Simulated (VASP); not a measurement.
# CuSi16 (a cell with a defect) in VASP: single point with PBE

Aim: the single point of CuSi16 (a cell with a defect) with PBE.

Everything below comes from runs of VASP 6.6.1. Logs are shortened: lines on timing, memory, paths and dates and some standing lists are left out, and cuts for length are marked.

## 1. The cell of the first run

The cell holds a defect, 17 atoms: a = 7.679 Å, b = 7.679 Å, c = 7.679 Å, α = 60.00°, β = 60.00°, γ = 60.00°.

## 2. Single point, PBE

The input, INCAR:

```
SYSTEM = CuSi16
PREC = Accurate
ENCUT = 520
EDIFF = 1E-6
ISMEAR = 0
SIGMA = 0.05
LREAL = Auto
LASPH = .TRUE.
NELM = 100
ALGO = Normal
ISIF = 2
LWAVE = .FALSE.
LCHARG = .FALSE.
GGA = PE
NELECT = 74.0
NBANDS = 52
```

The input, KPOINTS:

```
regular mesh
0
G
  2 2 2
  0 0 0
```

The input, POSCAR:

```
CuSi16
1.0
    0.0000000000      5.4300000000      5.4300000000
    5.4300000000      0.0000000000      5.4300000000
    5.4300000000      5.4300000000      0.0000000000
Si Cu
16 1
Direct
   -0.0017281768      0.0054108656      0.0007804788
    0.1232301105      0.1247043278      0.1314476059
   -0.0015930018     -0.0009545120      0.5032023941
    0.1232398711      0.1235575506      0.6278153775
   -0.0033307551      0.4979195212      0.0017340700
    0.1212744936      0.6270669429      0.1299849908
    0.0013713628      0.4968744936      0.5062306630
    0.1239805709      0.6266792818      0.6288019337
    0.4958396869      0.0002647330     -0.0002360037
    0.6206174954      0.1353316759      0.1241088398
    0.4962615101      0.0043257827      0.5019333333
    0.6266335175      0.1238970534      0.6270392265
    0.4899802947      0.5040014733     -0.0049173112
    0.6183162063      0.6193891344      0.1218139963
    0.4968686924      0.4971856354      0.5001519337
    0.6248992634      0.6254298343      0.6262981584
    0.7363788214      0.7569953959      0.2415906077
```

Potentials or basis: VASP PAW PBE potentials, release 64 (Si, Cu).

On the command line:

```sh
cat potpaw_PBE.64/Si/POTCAR potpaw_PBE.64/Cu/POTCAR > POTCAR
mpirun -np 1 vasp_std > vasp.out
```

OUTCAR:

```text
SYSTEM = CuSi16
   PREC = Accurate
   ENCUT = 520
   EDIFF = 1E-6
   ISMEAR = 0
   LREAL = Auto
   LASPH = .TRUE.
   NELM = 100
   ISIF = 2
   GGA = PE
   NELECT = 74.0

 ion  position               nearest neighbor table
   1  0.998  0.005  0.001-   4 2.34   2 2.35  10 2.37   6 2.37  17 2.77
   2  0.123  0.125  0.131-   3 2.33   9 2.34   5 2.34   1 2.35
   3  0.998  0.999  0.503-   2 2.33  12 2.33   8 2.33   4 2.34
   4  0.123  0.124  0.628-   1 2.34  11 2.34   7 2.34   3 2.34
   5  0.997  0.498  0.002-   8 2.34   2 2.34  14 2.37   6 2.40  17 2.71
   6  0.121  0.627  0.130-  13 2.31   7 2.36   1 2.37   5 2.40  17 2.42
   7  0.001  0.497  0.506-   4 2.34   8 2.35   6 2.36  16 2.36  17 2.88
   8  0.124  0.627  0.629-   3 2.33   5 2.34  15 2.34   7 2.35
   9  0.496  0.000  1.000-   2 2.34  12 2.34  14 2.39  10 2.41  17 2.62
  10  0.621  0.135  0.124-  13 2.31   1 2.37  11 2.37  17 2.38   9 2.41
  11  0.496  0.004  0.502-   4 2.34  12 2.35  10 2.37  16 2.38  17 2.76
  12  0.627  0.124  0.627-   3 2.33   9 2.34  15 2.34  11 2.35
  13  0.490  0.504  0.995-  10 2.31   6 2.31  16 2.31  14 2.32
  14  0.618  0.619  0.122-  13 2.32  17 2.36  15 2.37   5 2.37   9 2.39
  15  0.497  0.497  0.500-   8 2.34  12 2.34  14 2.37  16 2.40  17 2.71
  16  0.625  0.625  0.626-  13 2.31   7 2.36  11 2.38  15 2.40  17 2.42
  17  0.736  0.757  0.242-  14 2.36  10 2.38  16 2.42   6 2.42   9 2.62   5 2.71  15 2.71  11 2.76
                             1 2.77   7 2.88

  LATTYP: Found a face centered cubic cell.
 ALAT       =    10.8600000000

  Lattice vectors:

 A1 = (   0.0000000000,   5.4300000000,   5.4300000000)
 A2 = (   5.4300000000,   0.0000000000,   5.4300000000)
 A3 = (   5.4300000000,   5.4300000000,   0.0000000000)

Analysis of symmetry for initial positions (statically):
=====================================================================
 Subroutine PRICEL returns:
 Original cell was already a primitive cell.

 Routine SETGRP: Setting up the symmetry group for a
 face centered cubic supercell.

 Subroutine GETGRP returns: Found  1 space group operations
 (whereof  1 operations were pure point group operations)
 out of a pool of 48 trial point group operations.

The static configuration has the point symmetry C_1 .

Analysis of symmetry for dynamics (positions and initial velocities):
=====================================================================
 Subroutine PRICEL returns:
 Original cell was already a primitive cell.

 Routine SETGRP: Setting up the symmetry group for a
 face centered cubic supercell.

 Subroutine GETGRP returns: Found  1 space group operations
 (whereof  1 operations were pure point group operations)
 out of a pool of 48 trial point group operations.

The dynamic configuration has the point symmetry C_1 .

 Subroutine INISYM returns: Found  1 space group operations
 (whereof  1 operations are pure point group operations),
 and found     1 'primitive' translations

----------------------------------------------------------------------------------------

                                     Primitive cell

  volume of cell :     320.2060

  direct lattice vectors                    reciprocal lattice vectors
     0.000000000  5.430000000  5.430000000    -0.092081031  0.092081031  0.092081031
     5.430000000  0.000000000  5.430000000     0.092081031 -0.092081031  0.092081031
     5.430000000  5.430000000  0.000000000     0.092081031  0.092081031 -0.092081031

  length of vectors
     7.679179644  7.679179644  7.679179644     0.159489025  0.159489025  0.159489025

  position of ions in fractional coordinates (direct lattice)
     0.998271823  0.005410866  0.000780479
     0.123230111  0.124704328  0.131447606
     0.998406998  0.999045488  0.503202394
     0.123239871  0.123557551  0.627815377
     0.996669245  0.497919521  0.001734070
     0.121274494  0.627066943  0.129984991
[... 9 lines left out ...]
     0.624899263  0.625429834  0.626298158
     0.736378821  0.756995396  0.241590608

  ion indices of the primitive-cell ions
   primitive index   ion index
                 1           1
                 2           2
                 3           3
                 4           4
                 5           5
                 6           6
[... 9 lines left out ...]
                16          16
                17          17

----------------------------------------------------------------------------------------

 KPOINTS: regular mesh

Automatic generation of k-mesh.
 Grid dimensions read from file:
 generate k-points for:    2    2    2

 Generating k-lattice:

  Cartesian coordinates                     Fractional coordinates (reciprocal lattice)
    -0.046040516  0.046040516  0.046040516     0.500000000  0.000000000  0.000000000
     0.046040516 -0.046040516  0.046040516     0.000000000  0.500000000  0.000000000
     0.046040516  0.046040516 -0.046040516     0.000000000  0.000000000  0.500000000

  Length of vectors
     0.079744512  0.079744512  0.079744512

  Shift w.r.t. Gamma in fractional coordinates (k-lattice)
     0.000000000  0.000000000  0.000000000

 Subroutine IBZKPT returns following result:
 ===========================================

 Found      8 irreducible k-points:

 Following reciprocal coordinates:
            Coordinates               Weight
  0.000000  0.000000  0.000000      1.000000
  0.500000  0.000000  0.000000      1.000000
  0.000000  0.500000  0.000000      1.000000
  0.000000  0.000000  0.500000      1.000000
  0.500000  0.500000  0.500000      1.000000
  0.500000  0.500000  0.000000      1.000000
  0.000000  0.500000  0.500000      1.000000
  0.500000  0.000000  0.500000      1.000000
   k-points           NKPTS =      8   k-points in BZ     NKDIM =      8   number of bands    NBANDS=     52
   number of dos      NEDOS =    301   number of ions     NIONS =     17
   total plane-waves  NPLWV = 216000
   dimension x,y,z NGX =    60 NGY =   60 NGZ =   60
   dimension x,y,z NGXF=   120 NGYF=  120 NGZF=  120
   ions per type =              16   1
   NGX,Y,Z   is equivalent  to a cutoff of  12.99, 12.99, 12.99 a.u.
   NGXF,Y,Z  is equivalent  to a cutoff of  25.98, 25.98, 25.98 a.u.
 SYSTEM =  CuSi16
   PREC   = accura    normal or accurate (medium, high low for compatibility)
   ISTART =      0    job   : 0-new  1-cont  2-samecut
   ICHARG =      2    charge: 1-file 2-atom 10-const
   ISPIN  =      1    spin polarized calculation?
   LNONCOLLINEAR =      F non collinear calculations
   LSORBIT =      F    spin-orbit coupling
   LASPH  =      T    aspherical Exc in radial PAW
   ENCUT  =  520.0 eV  38.22 Ry    6.18 a.u.  14.28 14.28 14.28*2*pi/ulx,y,z
   NELM   =    100;   NELMIN=  2; NELMDL= -5     # of ELM steps
   EDIFF  = 0.1E-05   stopping-criterion for ELM
   LREAL  =      T    real-space projection
   EDIFFG = 0.1E-04   stopping-criterion for IOM
   NSW    =      0    number of steps for IOM
   IBRION =     -1    ionic relax: 0-MD 1-quasi-New 2-CG
   NFREE  =      0    steps in history (QN), initial steepest desc. (CG)
   ISIF   =      2    stress and relaxation
   ISYM   =      2    0-nonsym 1-usesym 2-fastsym
   POTIM  = 0.5000    time-step for ionic-motion
   TEBEG  =    0.0;   TEEND  =   0.0 temperature during run
   PSTRESS=    0.0 pullay stress
   NELECT =      74.0000    total number of electrons
   NUPDOWN=      -1.0000    fix difference up-down
   EMIN   =  10.00;   EMAX   =-10.00  energy-range for DOS
   EFERMI =   0.00;   METHOD = LEGACY
   ISMEAR =     0;   SIGMA  =   0.05  broadening in eV -4-tet -1-fermi 0-gaus
   EFERMI_NEDOS =   21; number of points for ismear=-14 and -15
   IALGO  =     38    algorithm
   IMIX   =      4    mixing-type and parameters
     AMIX     =   0.40;   BMIX     =  1.00
     AMIX_MAG =   1.60;   BMIX_MAG =  1.00
  volume/ion in A,a.u.               =      18.84       127.11
  Fermi-wavevector in a.u.,A,eV,Ry     =   1.004636  1.898488 13.732283  1.009294
  Thomas-Fermi vector in A             =   2.137265
   LORBIT       =      0    0 simple, 1 ext, 2 COOP (PROOUT), +10 PAW based schemes
   GGA     = PE    functional components
   LHFCALC =     F    Hartree Fock is set to
   AEXX    =    0.0000 exact exchange contribution
   IVDW    =     0    specifies the selected vdW correction
   LEPSILON=     F    determine dielectric tensor
   LRPA    =     F    only Hartree local field effects (RPA)
 non-spin polarized calculation
 Gauss-broadening in eV      SIGMA  =   0.05
  energy-cutoff  :      520.00
  volume of cell :      320.21
 maximum number of plane-waves:      8646
 NGX is ok and might be reduce to    60
   NGX = 29   NGY = 29   NGZ = 29

 number of electron      74.0000001 magnetization

 Free energy of the ion-electron system (eV)
  ---------------------------------------------------
  ext. energy  EPLUGINS =         0.00000000
  ---------------------------------------------------
  free energy    TOTEN  =       -94.19845166 eV

  energy without entropy =      -94.19621987  energy(sigma->0) =      -94.19733577

 E-fermi :   6.3201     XC(G=0):  -9.6036

 val. band max:        6.2661122113   @ k =   0.0000   0.0000   0.0000
 cond. band min:       6.3739341333   @ k =   0.0000   0.0000   0.0000
 fundamental gap:      0.1078219220
 Fermi energy:         6.3201485617

 k-point     1 :       0.0000    0.0000    0.0000
  band No.  band energies     occupation
      1      -5.9006      2.00000
      2      -3.5267      2.00000
      3      -3.5203      2.00000
      4      -3.4967      2.00000
      5      -3.4877      2.00000
      6      -2.0600      2.00000
[... 41 lines left out ...]
     48       8.5600      0.00000
     49       8.6705      0.00000

 k-point     2 :       0.5000    0.0000    0.0000
  band No.  band energies     occupation
      1      -5.2325      2.00000
      2      -4.9401      2.00000
      3      -3.2985      2.00000
      4      -3.2561      2.00000
      5      -3.2115      2.00000
      6      -3.0400      2.00000
[... 41 lines left out ...]
     48       9.7651      0.00000
     49       9.8504      0.00000

 k-point     3 :       0.0000    0.5000    0.0000
  band No.  band energies     occupation
      1      -5.2234      2.00000
      2      -4.9513      2.00000
      3      -3.3106      2.00000
      4      -3.2494      2.00000
      5      -3.2052      2.00000
      6      -3.0380      2.00000
[... 41 lines left out ...]
     48       9.7519      0.00000
     49       9.8540      0.00000

 k-point     4 :       0.0000    0.0000    0.5000
  band No.  band energies     occupation
      1      -5.2349      2.00000
      2      -4.9365      2.00000
      3      -3.2957      2.00000
      4      -3.2542      2.00000
      5      -3.2175      2.00000
      6      -3.0426      2.00000
[... 41 lines left out ...]
     48       9.7680      0.00000
     49       9.8492      0.00000

 k-point     5 :       0.5000    0.5000    0.5000
  band No.  band energies     occupation
      1      -5.2169      2.00000
      2      -4.9634      2.00000
      3      -3.3184      2.00000
      4      -3.2275      2.00000
      5      -3.2061      2.00000
      6      -3.0338      2.00000
[... 41 lines left out ...]
     48       9.7654      0.00000
     49       9.8139      0.00000

 k-point     6 :       0.5000    0.5000    0.0000
  band No.  band energies     occupation
      1      -4.9382      2.00000
      2      -4.7327      2.00000
      3      -3.8660      2.00000
      4      -3.7760      2.00000
      5      -3.7674      2.00000
      6      -3.7426      2.00000
[... 41 lines left out ...]
     48      10.5150      0.00000
     49      10.5365      0.00000

 k-point     7 :       0.0000    0.5000    0.5000
  band No.  band energies     occupation
      1      -4.9385      2.00000
      2      -4.7324      2.00000
      3      -3.8661      2.00000
      4      -3.7771      2.00000
      5      -3.7655      2.00000
      6      -3.7431      2.00000
[... 41 lines left out ...]
     48      10.5154      0.00000
     49      10.5392      0.00000

 k-point     8 :       0.5000    0.0000    0.5000
  band No.  band energies     occupation
      1      -4.9400      2.00000
      2      -4.7304      2.00000
      3      -3.8656      2.00000
      4      -3.7818      2.00000
      5      -3.7609      2.00000
      6      -3.7444      2.00000
[... 41 lines left out ...]
     48      10.5096      0.00000
     49      10.5407      0.00000
 [bands above 49 left out]

------------------------ aborting loop because EDIFF is reached ----------------------------------------

  FORCE on cell =-STRESS in cart. coord.  units (eV):
  Direction    XX          YY          ZZ          XY          YZ          ZX
  --------------------------------------------------------------------------------------
  -------------------------------------------------------------------------------------
  Total       -1.6046216     -1.2787554     -1.5972996     -0.3633332     -0.3920174     -0.2889730
  in kB       -8.0288571     -6.3983584     -7.9922210     -1.8179680     -1.9614916     -1.4459005
  external PRESSURE =      -7.4731455 kB  Pullay stress =       0.0000000 kB

 VOLUME and BASIS-vectors are now :
 -----------------------------------------------------------------------------
  energy-cutoff  :      520.00
  volume of cell :      320.21
      direct lattice vectors                 reciprocal lattice vectors
     0.000000000  5.430000000  5.430000000    -0.092081031  0.092081031  0.092081031
     5.430000000  0.000000000  5.430000000     0.092081031 -0.092081031  0.092081031
     5.430000000  5.430000000  0.000000000     0.092081031  0.092081031 -0.092081031

 POSITION                                       TOTAL-FORCE (eV/Angst)
 -----------------------------------------------------------------------------------
      0.03362      5.42485      5.45000         0.009664     -0.004984      0.007424
      1.39090      1.38290      1.34628         0.006691      0.007037      0.005762
      8.15721      8.15374     10.84617         0.002408      0.019041      0.003501
      4.07995      4.07823      1.34011         0.006386      0.011054      0.017803
      2.71312      5.42133      8.11562        -0.002788     -0.021837     -0.022141
      4.11079      1.36434      4.06349         0.006425      0.010108      0.008151
[... 9 lines left out ...]
      6.79688      6.79400      6.78929         0.004264     -0.011598      0.019542
      5.42232      5.31037      8.10902        -0.017489     -0.024221     -0.027108
 -----------------------------------------------------------------------------------
    total drift:                               -0.007712     -0.006467      0.004736

  FREE ENERGIE OF THE ION-ELECTRON SYSTEM (eV)
  ---------------------------------------------------
  free  energy   TOTEN  =       -94.1984516631 eV

  energy  without entropy=      -94.1962198723  energy(sigma->0) =      -94.19733577
```

Wall time 4.9 min (1 thread of Intel Xeon 6975P-C (Granite Rapids), shared host); peak memory 0.49 GiB.

Results:

```yaml
Free_energy: -94.1985 eV
Largest_force: 0.040 eV/Å
```

Forces on the atoms (eV/Å):
```
Si   0.010 -0.005  0.007
Si   0.007  0.007  0.006
Si   0.002  0.019  0.004
Si   0.006  0.011  0.018
Si  -0.003 -0.022 -0.022
Si   0.006  0.010  0.008
Si   0.013  0.006 -0.009
Si  -0.006  0.009  0.002
Si  -0.007  0.007  0.000
Si   0.012  0.013  0.002
Si   0.010  0.019  0.009
Si   0.012  0.004  0.011
Si  -0.028 -0.026 -0.013
Si  -0.019 -0.024 -0.025
Si  -0.004  0.007  0.010
Si   0.004 -0.012  0.020
Cu  -0.017 -0.024 -0.027
```

Caveat: the k points lie up to 0.50 Å⁻¹ apart; the cell carries a net charge on a neutralising background, which shifts energy and pressure; the cell is charged against a uniform background, so pressure and absolute levels hang on convention.
